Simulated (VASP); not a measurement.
# MgB2 (P6/mmm) in VASP: a series of runs, part 2 of 2

VASP 6.6.1. Earlier steps stand in the parts before.

## (4) Relaxation of cell and atoms, r2SCAN

This run uses another cell than the first one, of 9.61 Å³/atom, 1.008 times its volume.

POSCAR

```
MgB2
1.0
    3.0774890269      0.0000000000      0.0000000000
   -1.5387445134      2.6651836771      0.0000000000
    0.0000000000      0.0000000000      3.5160907685
Mg B
1 2
Direct
    0.0000000000      0.0000000000      0.0000000000
    0.3333333333      0.6666666667      0.5000000000
    0.6666666667      0.3333333333      0.5000000000
```

INCAR.step1

```
SYSTEM = MgB2
ALGO     = Normal         ! electronic algorithm
EDIFF    = 1E-4           ! SCF threshold, eV
ENCUT    = 600            ! plane-wave cutoff, eV
GGA      = PE             ! functional
ISMEAR   = -1             ! smearing method
LASPH    = .TRUE.         ! aspherical terms in the spheres
LCHARG   = .FALSE.        ! write CHGCAR
LREAL    = .FALSE.        ! projectors in reciprocal space
LWAVE    = .TRUE.         ! write WAVECAR
NELM     = 60             ! most SCF steps
PREC     = Accurate       ! precision mode
SIGMA    = 0.02           ! smearing width, eV
```

INCAR.step2

```
SYSTEM = MgB2
ALGO     = Normal         ! electronic algorithm
EDIFF    = 1E-6           ! SCF threshold, eV
EDIFFG   = -0.005         ! ionic threshold
ENCUT    = 600            ! plane-wave cutoff, eV
IBRION   = 2              ! ionic algorithm
ISIF     = 3              ! what is computed and relaxed
ISMEAR   = -1             ! smearing method
ISTART   = 1            
LASPH    = .TRUE.         ! aspherical terms in the spheres
LCHARG   = .FALSE.        ! write CHGCAR
LMIXTAU  = .TRUE.       
LREAL    = .FALSE.        ! projectors in reciprocal space
LWAVE    = .FALSE.        ! write WAVECAR
METAGGA  = R2SCAN         ! meta-GGA
NELM     = 60             ! most SCF steps
NSW      = 80             ! ionic steps
PREC     = Accurate       ! precision mode
SIGMA    = 0.02           ! smearing width, eV
```

KPOINTS

```
k-points
0
G
  12 12 6
  0 0 0
```

Potentials or basis: VASP PAW PBE potentials, release 64 (Mg, B).

Launch:

```bash
cat potpaw_PBE.64/Mg/POTCAR potpaw_PBE.64/B/POTCAR > POTCAR
cp INCAR.step1 INCAR
mpirun -np 1 vasp_std > vasp.out
cp INCAR.step2 INCAR
mpirun -np 1 vasp_std > vasp.out
```

OUTCAR:

```text
SYSTEM = MgB2
   EDIFF = 1E-6
   EDIFFG = -0.005
   ENCUT = 600
   IBRION = 2
   ISIF = 3
   ISMEAR = -1
   ISTART = 1
   LASPH = .TRUE.
   LREAL = .FALSE.
   METAGGA = R2SCAN
   NELM = 60
   NSW = 80
   PREC = Accurate

 ion  position               nearest neighbor table
   1  0.000  0.000  0.000-   2 2.50   3 2.50   2 2.50   3 2.50   2 2.50   2 2.50   3 2.50   3 2.50
                             3 2.50   3 2.50   2 2.50   2 2.50
   2  0.333  0.667  0.500-   3 1.78   3 1.78   3 1.78   1 2.50   1 2.50   1 2.50   1 2.50   1 2.50
                             1 2.50
   3  0.667  0.333  0.500-   2 1.78   2 1.78   2 1.78   1 2.50   1 2.50   1 2.50   1 2.50   1 2.50
                             1 2.50

  LATTYP: Found a hexagonal cell.
 ALAT       =     3.0774890269
 C/A-ratio  =     1.1425193519

  Lattice vectors:

 A1 = (   3.0774890269,   0.0000000000,   0.0000000000)
 A2 = (  -1.5387445134,   2.6651836771,   0.0000000000)
 A3 = (   0.0000000000,   0.0000000000,   3.5160907685)

Analysis of symmetry for initial positions (statically):
=====================================================================
 Subroutine PRICEL returns:
 Original cell was already a primitive cell.

 Routine SETGRP: Setting up the symmetry group for a
 hexagonal supercell.

 Subroutine GETGRP returns: Found 24 space group operations
 (whereof 24 operations were pure point group operations)
 out of a pool of 24 trial point group operations.

The static configuration has the point symmetry D_6h.

Analysis of symmetry for dynamics (positions and initial velocities):
=====================================================================
 Subroutine PRICEL returns:
 Original cell was already a primitive cell.

 Routine SETGRP: Setting up the symmetry group for a
 hexagonal supercell.

 Subroutine GETGRP returns: Found 24 space group operations
 (whereof 24 operations were pure point group operations)
 out of a pool of 24 trial point group operations.

The dynamic configuration has the point symmetry D_6h.

[... 129 lines left out ...]
   LEPSILON=     F    determine dielectric tensor
   LRPA    =     F    only Hartree local field effects (RPA)
 conjugate gradient relaxation of ions
 non-spin polarized calculation
  energy-cutoff  :      600.00
  volume of cell :       28.84
 maximum number of plane-waves:       986
 NGX is ok and might be reduce to    28
   NGX = 13   NGY = 13   NGZ = 15

--------------------------------------- Ionic step        1  -------------------------------------------

 number of electron       8.0000000 magnetization

 Free energy of the ion-electron system (eV)
  ---------------------------------------------------
  ext. energy  EPLUGINS =         0.00000000
  ---------------------------------------------------
  free energy    TOTEN  =       -19.40848459 eV

  energy without entropy =      -19.40815998  energy(sigma->0) =      -19.40832228

------------------------ aborting loop because EDIFF is reached ----------------------------------------

  FORCE on cell =-STRESS in cart. coord.  units (eV):
  Direction    XX          YY          ZZ          XY          YZ          ZX
  --------------------------------------------------------------------------------------
  -------------------------------------------------------------------------------------
  Total       -0.2549946     -0.2549946     -0.3579917     -0.0000000     -0.0000000      0.0000000
  in kB      -14.1663435    -14.1663435    -19.8883993     -0.0000000     -0.0000000      0.0000000
  external PRESSURE =     -16.0736955 kB  Pullay stress =       0.0000000 kB
[... 98 lines left out ...]
--------------------------------------- Ionic step        4  -------------------------------------------

 number of electron       8.0000000 magnetization

 Free energy of the ion-electron system (eV)
  ---------------------------------------------------
  ext. energy  EPLUGINS =         0.00000000
  ---------------------------------------------------
  free energy    TOTEN  =       -19.41027359 eV

  energy without entropy =      -19.40987672  energy(sigma->0) =      -19.41007515

 E-fermi :   5.3079     XC(G=0): -11.6135

 val. band max:        5.2487954086   @ k =   0.4167   0.0833   0.3333
 cond. band min:       5.3350842283   @ k =   0.2500   0.2500   0.5000
 fundamental gap:      0.0862888197
 Fermi energy:         5.3079323365

 k-point     1 :       0.0000    0.0000    0.0000
  band No.  band energies     occupation
      1      -7.9424      2.00000
      2       2.2685      2.00000
      3       5.7584      0.00000
      4       5.7584      0.00000
      5       7.4685      0.00000
      6      12.0475      0.00000
      7      12.0475      0.00000
      8      14.0133      0.00000
[... 243 lines left out ...]
 k-point    24 :       0.3333   -0.0000    0.1667
  band No.  band energies     occupation
      1      -5.7004      2.00000
      2       0.0512      2.00000
      3       2.7340      2.00000
      4       3.5770      2.00000
      5       9.2071      0.00000
      6      10.6449      0.00000
      7      12.0703      0.00000
      8      16.5025      0.00000

 [... further k-points ...]
[... 5 lines left out ...]
  --------------------------------------------------------------------------------------
  -------------------------------------------------------------------------------------
  Total       -0.0059623     -0.0059623      0.0129778     -0.0000000      0.0000000      0.0000000
  in kB       -0.3350602     -0.3350602      0.7293074     -0.0000000      0.0000000      0.0000000
  external PRESSURE =       0.0197290 kB  Pullay stress =       0.0000000 kB
[... 18 lines left out ...]
  FREE ENERGIE OF THE ION-ELECTRON SYSTEM (eV)
  ---------------------------------------------------
  free  energy   TOTEN  =       -19.4102735914 eV

  energy  without entropy=      -19.4098767185  energy(sigma->0) =      -19.41007515

 reached required accuracy - stopping structural energy minimisation
```

Run time: 1.7 min. Hardware: 1 thread of Intel Xeon 6975P-C (Granite Rapids), shared host; peak memory 0.19 GiB.

What came out:

```
Free energy                            : -19.4103 eV
Relaxed volume                         : 9.50 Å³/atom
Relaxed cell                           : a = 3.070 Å, b = 3.070 Å, c = 3.494 Å, α = 90.00°, β = 90.00°, γ = 120.00°
Space group after relaxing (to 0.05 Å) : P6/mmm (No. 191)
Energy gained by relaxing              : 0.6 meV/atom
Ionic steps                            : 4
Pressure after relaxing                : 0.0 GPa
Band gap on the k mesh                 : zero (band 4 reaches 7.33 eV, above the bottom of band 5 at 3.27 eV)
```

Step by step:
| step | energy change (eV) | largest force (eV/Å) | pressure (GPa) | volume (Å³) |
| --- | --- | --- | --- | --- |
| 1 | 0.0000 | 0.0000 | -1.61 | 28.84 |
| 2 | -0.0016 | 0.0000 | 0.51 | 28.44 |
| 3 | -0.0017 | 0.0000 | 0.08 | 28.52 |
| 4 | -0.0018 | 0.0000 | 0.00 | 28.51 |

Final structure:
```
Mg B
1.0
     3.06963    0.00000    0.00000
    -1.53482    2.65838    0.00000
     0.00000    0.00000    3.49379
Mg B
1 2
Cartesian
  3.0696 0.0000 3.4938
  0.0000 1.7723 1.7469
  1.5348 0.8861 1.7469
```

Caveat: the PAW data sets were made with another functional, which shifts forces and pressure a little.

## (5) Single point, HSE06

POSCAR

```
MgB2
1.0
    3.0714077020      0.0000000000      0.0000000000
   -1.5357038510      2.6599170954      0.0000000000
    0.0000000000      0.0000000000      3.5014572137
Mg B
1 2
Direct
    0.0000000000      0.0000000000      0.0000000000
    0.3333333333      0.6666666667      0.5000000000
    0.6666666667      0.3333333333      0.5000000000
```

INCAR.step1

```
SYSTEM = MgB2
PREC = Accurate ; ENCUT = 520
EDIFF = 1E-5 ; ISMEAR = -1
SIGMA = 0.02 ; LREAL = .FALSE.
LASPH = .TRUE. ; NELM = 60
ALGO = Normal ; ISIF = 2
LWAVE = .TRUE. ; LCHARG = .FALSE.
NBANDS = 11 ; GGA = PE
```

INCAR.step2

```
SYSTEM = MgB2
PREC = Accurate ; ENCUT = 520
EDIFF = 1E-6 ; ISMEAR = -1
SIGMA = 0.02 ; LREAL = .FALSE.
LASPH = .TRUE. ; NELM = 60
ALGO = Normal ; ISIF = 2
LWAVE = .FALSE. ; LCHARG = .FALSE.
GGA = PE ; LHFCALC = .TRUE.
HFSCREEN = 0.2079 ; PRECFOCK = Normal
NBANDS = 11 ; ISTART = 1
```

KPOINTS

```
Automatic mesh
0
G
  6 6 6
  0 0 0
```

Launch:

```bash
cat potpaw_PBE.64/Mg/POTCAR potpaw_PBE.64/B/POTCAR > POTCAR
cp INCAR.step1 INCAR
mpirun -np 1 vasp_std > vasp.out
cp INCAR.step2 INCAR
mpirun -np 1 vasp_std > vasp.out
```

Wall time 6.3 min (1 thread of Intel Xeon 6975P-C (Granite Rapids), shared host); peak memory 0.26 GiB.

Results (log left out):

* Free energy: -16.7467 eV
* Pressure: -0.5 GPa
* Band gap on the k mesh: zero (band 4 reaches 7.46 eV, above the bottom of band 5 at 2.99 eV)

Stress tensor (GPa, compression positive):
```
-0.12  0.00  0.00
 0.00 -0.12  0.00
 0.00  0.00 -1.35
```

Levels at points of the mesh, in eV from the Fermi level:
```csv
k point,band 1,band 2,band 3,band 4,band 5,band 6,band 7,band 8,band 9
"(0.00, 0.00, 0.00)",-14.41,-3.59,-0.02,-0.02,1.95,6.91,6.91,8.98,11.33
"(0.50, 0.00, 0.00)",-10.11,-9.24,-2.94,0.16,3.53,4.29,5.86,7.89,13.72
"(0.00, 0.00, 0.50)",-13.00,-8.67,0.44,0.44,7.27,7.27,9.02,10.99,11.12
"(0.50, 0.00, 0.50)",-9.00,-8.23,-4.25,-2.60,-1.49,6.31,9.56,9.72,14.37
```

Caveat: the k points lie up to 0.39 Å⁻¹ apart; the PAW data sets were made with another functional, which shifts forces and pressure a little.

## (6) Summary

| task | level | cell | k mesh | cutoff (eV) | grid for exact exchange (PRECFOCK) | screening parameter | gap on the mesh (eV) | pressure (GPa) | relaxed volume (Å³/atom) |
| --- | --- | --- | --- | --- | --- | --- | --- | --- | --- |
| single point | r2SCAN | a = 3.071, b = 3.071, c = 3.501 Å, angles 90.0, 90.0, 120.0°, 3 atoms | 12 × 12 × 8 | 520 | - | - | none | -0.4 | - |
| relaxation of cell and atoms | PBE | relaxed from a = 3.085, b = 3.085, c = 3.523 Å, angles 90.0, 90.0, 120.0°, 3 atoms | 12 × 12 × 6 | 600 | - | - | none | 0.0 | 9.59 |
| relaxation of cell and atoms | r2SCAN | relaxed from a = 3.077, b = 3.077, c = 3.516 Å, angles 90.0, 90.0, 120.0°, 3 atoms | 12 × 12 × 6 | 600 | - | - | none | 0.0 | 9.50 |
| single point | HSE06 | a = 3.071, b = 3.071, c = 3.501 Å, angles 90.0, 90.0, 120.0°, 3 atoms | 6 × 6 × 6 | 520 | Normal | 0.2079 1/Å | none | -0.5 | - |

Alike in all rows: potentials or basis VASP PAW PBE potentials, release 64 (Mg, B); no spin polarisation; smearing fermi-dirac 0.02 eV.

Caveats: some runs use coarse meshes; the PAW data sets were made with another functional, which shifts forces and pressure a little (some runs).

Absolute energies hang on the potentials; compare differences alone.
